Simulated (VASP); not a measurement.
# SbPt (Fm-3m) in VASP: density of states with PBEsol

Aim: the density of states of SbPt with PBEsol.

All numbers are computed with VASP 6.6.1; they aren't measurements. Logs are shortened: lines on timing, memory, paths and dates and some standing lists are left out, and cuts for length are marked.

## (1) The cell of the first run

It takes space group Fm-3m (No. 225, cubic). The conventional cell has a = 5.473 Å, b = 5.473 Å, c = 5.473 Å, α = 90.00°, β = 90.00°, γ = 90.00°. Pt (site symmetry m-3m) has 6 Sb at 2.74 Å within 3.6 Å. Within 3.6 Å of Sb (site symmetry m-3m) lie 6 Pt at 2.74 Å.

## (2) Density of states, PBEsol

POSCAR reads:

```
SbPt
1.0
    0.0000000000      2.7362534479      2.7362534479
    2.7362534479      0.0000000000      2.7362534479
    2.7362534479      2.7362534479      0.0000000000
Pt Sb
1 1
Direct
    0.5000000000      0.5000000000      0.5000000000
    0.0000000000      0.0000000000      0.0000000000
```

INCAR.step1 reads:

```
  PREC = Accurate
  ENCUT = 520
  EDIFF = 1E-6
  ISMEAR = 0
  SIGMA = 0.05
  LREAL = False
  LASPH = True
  NELM = 80
  ALGO = Normal
  ISIF = 2
  LWAVE = False
  LCHARG = True
  LMAXMIX = 4
  GGA = PS
  NBANDS = 14
```

KPOINTS.step1 reads:

```
Automatic mesh
0
Gamma
  10 10 10
```

INCAR.step2 reads:

```
  PREC = Accurate
  ENCUT = 520
  EDIFF = 1E-6
  ISMEAR = -5
  SIGMA = 0.05
  LREAL = False
  LASPH = True
  NELM = 80
  ALGO = Normal
  ISIF = 2
  LWAVE = False
  LCHARG = False
  LMAXMIX = 4
  GGA = PS
  LORBIT = 11
  NEDOS = 1001
  ICHARG = 11
```

KPOINTS.step2 reads:

```
Automatic mesh
0
Gamma
  15 15 15
```

Potentials or basis: VASP PAW PBE potentials, release 64 (Pt, Sb).

Command:

```
> cat potpaw_PBE.64/Pt/POTCAR potpaw_PBE.64/Sb/POTCAR > POTCAR
> cp INCAR.step1 INCAR
> cp KPOINTS.step1 KPOINTS
> mpirun -np 1 vasp_std > vasp.out
> cp INCAR.step2 INCAR
> cp KPOINTS.step2 KPOINTS
> mpirun -np 1 vasp_std > vasp.out
```

OUTCAR:

```text
PREC = Accurate
   ENCUT = 520
   EDIFF = 1E-6
   ISMEAR = -5
   LREAL = False
   LASPH = True
   NELM = 80
   ISIF = 2
   GGA = PS
   LORBIT = 11
   ICHARG = 11

 ion  position               nearest neighbor table
   1  0.500  0.500  0.500-   2 2.74   2 2.74   2 2.74   2 2.74   2 2.74   2 2.74
   2  0.000  0.000  0.000-   1 2.74   1 2.74   1 2.74   1 2.74   1 2.74   1 2.74

  LATTYP: Found a face centered cubic cell.
 ALAT       =     5.4725068958

  Lattice vectors:

 A1 = (   0.0000000000,   2.7362534479,   2.7362534479)
 A2 = (   2.7362534479,   0.0000000000,   2.7362534479)
 A3 = (   2.7362534479,   2.7362534479,   0.0000000000)

Analysis of symmetry for initial positions (statically):
=====================================================================
 Subroutine PRICEL returns:
 Original cell was already a primitive cell.

 Routine SETGRP: Setting up the symmetry group for a
 face centered cubic supercell.

 Subroutine GETGRP returns: Found 48 space group operations
 (whereof 48 operations were pure point group operations)
 out of a pool of 48 trial point group operations.

The static configuration has the point symmetry O_h .

Analysis of symmetry for dynamics (positions and initial velocities):
=====================================================================
 Subroutine PRICEL returns:
 Original cell was already a primitive cell.

 Routine SETGRP: Setting up the symmetry group for a
 face centered cubic supercell.

 Subroutine GETGRP returns: Found 48 space group operations
 (whereof 48 operations were pure point group operations)
 out of a pool of 48 trial point group operations.

The dynamic configuration has the point symmetry O_h .

 Subroutine INISYM returns: Found 48 space group operations
 (whereof 48 operations are pure point group operations),
 and found     1 'primitive' translations

----------------------------------------------------------------------------------------

                                     Primitive cell

  volume of cell :      40.9731

  direct lattice vectors                    reciprocal lattice vectors
     0.000000000  2.736253448  2.736253448    -0.182731611  0.182731611  0.182731611
     2.736253448  0.000000000  2.736253448     0.182731611 -0.182731611  0.182731611
     2.736253448  2.736253448  0.000000000     0.182731611  0.182731611 -0.182731611

  length of vectors
     3.869646736  3.869646736  3.869646736     0.316500434  0.316500434  0.316500434

  position of ions in fractional coordinates (direct lattice)
     0.500000000  0.500000000  0.500000000
     0.000000000  0.000000000  0.000000000

  ion indices of the primitive-cell ions
   primitive index   ion index
                 1           1
                 2           2

----------------------------------------------------------------------------------------

 KPOINTS: Automatic mesh

Automatic generation of k-mesh.
 Grid dimensions read from file:
 generate k-points for:   15   15   15

 Generating k-lattice:

  Cartesian coordinates                     Fractional coordinates (reciprocal lattice)
    -0.012182107  0.012182107  0.012182107     0.066666667  0.000000000  0.000000000
     0.012182107 -0.012182107  0.012182107     0.000000000  0.066666667  0.000000000
     0.012182107  0.012182107 -0.012182107     0.000000000  0.000000000  0.066666667

  Length of vectors
     0.021100029  0.021100029  0.021100029

  Shift w.r.t. Gamma in fractional coordinates (k-lattice)
     0.000000000  0.000000000  0.000000000

 TETIRR: Found    484 inequivalent tetrahedra from    20250

 Subroutine IBZKPT returns following result:
 ===========================================

 Found    120 irreducible k-points:

 Following reciprocal coordinates:
            Coordinates               Weight
  0.000000  0.000000  0.000000      1.000000
  0.066667  0.000000  0.000000      8.000000
  0.133333  0.000000  0.000000      8.000000
  0.200000  0.000000  0.000000      8.000000
  0.266667  0.000000  0.000000      8.000000
  0.333333  0.000000  0.000000      8.000000
[... 16 lines left out ...]
  0.133333  0.133333  0.000000      6.000000
  0.200000  0.133333  0.000000     24.000000
 [... further k-points ...]
   k-points           NKPTS =    120   k-points in BZ     NKDIM =    120   number of bands    NBANDS=     11
   number of dos      NEDOS =   1001   number of ions     NIONS =      2
   total plane-waves  NPLWV =  27000
   dimension x,y,z NGX =    30 NGY =   30 NGZ =   30
   dimension x,y,z NGXF=    60 NGYF=   60 NGZF=   60
   ions per type =               1   1
   NGX,Y,Z   is equivalent  to a cutoff of  12.89, 12.89, 12.89 a.u.
   NGXF,Y,Z  is equivalent  to a cutoff of  25.78, 25.78, 25.78 a.u.
 SYSTEM =  unknown system
   PREC   = accura    normal or accurate (medium, high low for compatibility)
   ISTART =      0    job   : 0-new  1-cont  2-samecut
   ICHARG =     11    charge: 1-file 2-atom 10-const
   ISPIN  =      1    spin polarized calculation?
   LNONCOLLINEAR =      F non collinear calculations
   LSORBIT =      F    spin-orbit coupling
   LASPH  =      T    aspherical Exc in radial PAW
   ENCUT  =  520.0 eV  38.22 Ry    6.18 a.u.   7.19  7.19  7.19*2*pi/ulx,y,z
   NELM   =     80;   NELMIN=  2; NELMDL=  0     # of ELM steps
   EDIFF  = 0.1E-05   stopping-criterion for ELM
   LREAL  =      F    real-space projection
   EDIFFG = 0.1E-04   stopping-criterion for IOM
   NSW    =      0    number of steps for IOM
   IBRION =     -1    ionic relax: 0-MD 1-quasi-New 2-CG
   NFREE  =      0    steps in history (QN), initial steepest desc. (CG)
   ISIF   =      2    stress and relaxation
   ISYM   =      2    0-nonsym 1-usesym 2-fastsym
   POTIM  = 0.5000    time-step for ionic-motion
   TEBEG  =    0.0;   TEEND  =   0.0 temperature during run
   PSTRESS=    0.0 pullay stress
   NELECT =      15.0000    total number of electrons
   NUPDOWN=      -1.0000    fix difference up-down
   EMIN   =  10.00;   EMAX   =-10.00  energy-range for DOS
   EFERMI =   0.00;   METHOD = LEGACY
   ISMEAR =    -5;   SIGMA  =   0.05  broadening in eV -4-tet -1-fermi 0-gaus
   EFERMI_NEDOS =   21; number of points for ismear=-14 and -15
   IALGO  =     38    algorithm
   IMIX   =      4    mixing-type and parameters
     AMIX     =   0.40;   BMIX     =  1.00
     AMIX_MAG =   1.60;   BMIX_MAG =  1.00
  volume/ion in A,a.u.               =      20.49       138.25
  Fermi-wavevector in a.u.,A,eV,Ry     =   1.171131  2.213117 18.661051  1.371549
  Thomas-Fermi vector in A             =   2.307580
   LORBIT       =     11    0 simple, 1 ext, 2 COOP (PROOUT), +10 PAW based schemes
   GGA     = PS    functional components
   LHFCALC =     F    Hartree Fock is set to
   AEXX    =    0.0000 exact exchange contribution
   IVDW    =     0    specifies the selected vdW correction
   LEPSILON=     F    determine dielectric tensor
   LRPA    =     F    only Hartree local field effects (RPA)
 non-spin polarized calculation
 Fermi weights with tetrahedron method with Bloechl corrections
  energy-cutoff  :      520.00
  volume of cell :       40.97
 maximum number of plane-waves:      1121
 NGX is ok and might be reduce to    30

 number of electron      14.9999999 magnetization

 Free energy of the ion-electron system (eV)
  ---------------------------------------------------
  ext. energy  EPLUGINS =         0.00000000
  ---------------------------------------------------
  free energy    TOTEN  =       -12.08290390 eV

  energy without entropy =      -12.08290390  energy(sigma->0) =      -12.08290390

 E-fermi :   9.4539     XC(G=0): -11.5828

 val. band max:        9.5043903223   @ k =   0.2000   0.1333   0.0000
 cond. band min:       9.3431518976   @ k =  -0.2000   0.2667   0.0667
 fundamental gap:     -0.1612384246
 Fermi energy:         9.4539415577

 k-point     1 :       0.0000    0.0000    0.0000
  band No.  band energies     occupation
      1      -3.0283      2.00000
      2       6.0576      2.00000
      3       6.0576      2.00000
      4       6.0576      2.00000
      5       6.1338      2.00000
      6       6.1338      2.00000
      7      10.7537      0.00000
      8      10.7537      0.00000
      9      10.7537      0.00000
     10      14.4536      0.00000
     11      17.2680      0.00000

 k-point     2 :       0.0667    0.0000    0.0000
  band No.  band energies     occupation
      1      -2.9585      2.00000
      2       5.9967      2.00000
      3       6.0166      2.00000
      4       6.0166      2.00000
      5       6.1059      2.00000
      6       6.1059      2.00000
      7      10.2947     -0.00726
      8      10.9054      0.00000
      9      10.9054      0.00000
     10      14.9278      0.00000
     11      17.2203      0.00000

 k-point     3 :       0.1333    0.0000    0.0000
  band No.  band energies     occupation
      1      -2.7508      2.00000
      2       5.7740      2.00000
      3       5.7740      2.00000
      4       5.7924      2.00000
      5       6.1818      2.00000
      6       6.1818      2.00000
      7       9.3762      1.14581
      8      11.3124      0.00000
      9      11.3124      0.00000
     10      15.7741      0.00000
     11      17.0954      0.00000
[... 267 lines left out ...]
 k-point    23 :       0.1333    0.1333    0.0000
  band No.  band energies     occupation
      1      -2.6658      2.00000
      2       5.3388      2.00000
      3       5.9138      2.00000
      4       6.0531      2.00000
      5       6.0531      2.00000
      6       6.1960      2.00000
      7      10.3467      0.00000
      8      10.5772      0.00000
      9      10.5772      0.00000
     10      16.4381      0.00000
     11      17.1141      0.00000

 k-point    24 :       0.2000    0.1333    0.0000
  band No.  band energies     occupation
      1      -2.4257      2.00000
      2       4.9872      2.00000
      3       5.7603      2.00000
      4       5.9160      2.00000
      5       6.1167      2.00000
      6       6.3131      2.00000
      7       9.5044      1.00493
      8      10.5922      0.00000
      9      11.2198      0.00000
     10      15.9438      0.00000
     11      16.9542      0.00000

 [... further k-points ...]
[... 5 lines left out ...]
  --------------------------------------------------------------------------------------
  -------------------------------------------------------------------------------------
  Total       -0.0906494     -0.0906494     -0.0906494      0.0000000      0.0000000      0.0000000
  in kB       -3.5446750     -3.5446750     -3.5446750      0.0000000      0.0000000      0.0000000
  external PRESSURE =      -3.5446750 kB  Pullay stress =       0.0000000 kB

 VOLUME and BASIS-vectors are now :
 -----------------------------------------------------------------------------
  energy-cutoff  :      520.00
  volume of cell :       40.97
      direct lattice vectors                 reciprocal lattice vectors
     0.000000000  2.736253448  2.736253448    -0.182731611  0.182731611  0.182731611
     2.736253448  0.000000000  2.736253448     0.182731611 -0.182731611  0.182731611
     2.736253448  2.736253448  0.000000000     0.182731611  0.182731611 -0.182731611

 POSITION                                       TOTAL-FORCE (eV/Angst)
 -----------------------------------------------------------------------------------
      2.73625      2.73625      2.73625         0.000000      0.000000      0.000000
      0.00000      0.00000      0.00000         0.000000      0.000000      0.000000
 -----------------------------------------------------------------------------------
    total drift:                                0.000000     -0.000000      0.000000

  FREE ENERGIE OF THE ION-ELECTRON SYSTEM (eV)
  ---------------------------------------------------
  free  energy   TOTEN  =       -12.0829039037 eV

  energy  without entropy=      -12.0829039037  energy(sigma->0) =      -12.08290390

 total charge

# of ion       s       p       d       tot
------------------------------------------
    1        0.754   0.430   8.200   9.385
    2        1.145   1.149   0.082   2.376
--------------------------------------------------
tot          1.899   1.579   8.282  11.761
```

Run time: 76 s. Hardware: 1 thread of Intel Xeon Platinum 8259CL at 2.50GHz (Skylake/Cascade Lake), shared host; peak memory 0.21 GiB.

What came out:

```yaml
Valence_electrons_inside_the_program's_atomic_spheres: Pt 9.38; Sb 2.38
```

Caveat: the PAW data sets were made with another functional, which shifts forces and pressure a little; spin-orbit coupling is left out, which moves the levels of the heavy elements; tetrahedron occupations give inexact forces and stress in metals.
